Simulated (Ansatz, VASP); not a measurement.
**SnSe in VASP and in Ansatz**

Contents of INCAR:

```
ALGO     = Normal         # electronic algorithm
EDIFF    = 1E-7           # SCF threshold, eV
ENCUT    = 520            # plane-wave cutoff, eV
GGA      = CA             # functional
ISIF     = 2              # what is computed and relaxed
ISMEAR   = -1             # smearing method
LASPH    = T              # aspherical terms in the spheres
LCHARG   = F              # write CHGCAR
LREAL    = F              # projectors in reciprocal space
LWAVE    = F              # write WAVECAR
NBANDS   = 17             # bands
NELM     = 80             # most SCF steps
PREC     = Accurate       # precision mode
SIGMA    = 0.02           # smearing width, eV
```

The input KPOINTS:

```
k-points
0
Gamma
  9 9 9
```

File POSCAR:

```
SnSe
1.0
    0.0000000000      3.0690345955      3.0690345955
    3.0690345955      0.0000000000      3.0690345955
    3.0690345955      3.0690345955      0.0000000000
Sn Se
1 1
Direct
    0.0000000000      0.0000000000      0.0000000000
    0.5000000000      0.5000000000      0.5000000000
```

Input for Ansatz:

```yaml
crystal:
  lattice:
    - [0.0, 3.0690345955, 3.0690345955]
    - [3.0690345955, 0.0, 3.0690345955]
    - [3.0690345955, 3.0690345955, 0.0]
  atoms:
    - { symbol: Sn, position: [0.0, 0.0, 0.0] }
    - { symbol: Se, position: [0.5, 0.5, 0.5] }
kpoints:
  mp_grid: { grid: [9, 9, 9] }
  band_path:
    path:
      - [0.0, 0.0, 0.0]
      - [0.5, 0.0, 0.5]
      - [0.625, 0.25, 0.625]
      - [0.375, 0.375, 0.75]
      - [0.0, 0.0, 0.0]
      - [0.5, 0.5, 0.5]
      - [0.5, 0.25, 0.75]
      - [0.5, 0.0, 0.5]
    npoints: 5
scf:
  occupations: { method: fermi_dirac, width: 0.02 }
hamiltonian:
  xc: lda
  pseudopotentials: { kind: all_electron, lapw: { basis_error: 0.00025 } }
output:
  forces: true
  stress: true
  eigenvalues: true
```

Change from the starting cell: volume scaled by 1.06.

Alike in both runs: task single point; functional LDA; k mesh 9 × 9 × 9; occupations fermi-dirac, width 0.02 eV; no spin polarisation.

|  | VASP | Ansatz |
| --- | --- | --- |
| version | VASP 6.6.1 | Ansatz 0.2.0 |
| potentials or method | VASP PAW LDA potentials, release 64 (Sn_d, Se), cutoff 520 eV | all-electron LAPW, scalar-relativistic |

VASP gave:

| Item | Value |
| --- | --- |
| pressure (GPa) | -5.5 |

Which values does Ansatz return?

Pressure (GPa): -5.6.

LDA's correlation is that of Perdew and Zunger in VASP and of Perdew and Wang (1992) in Ansatz. Ansatz ran all-electron here, and VASP with PAW potentials.
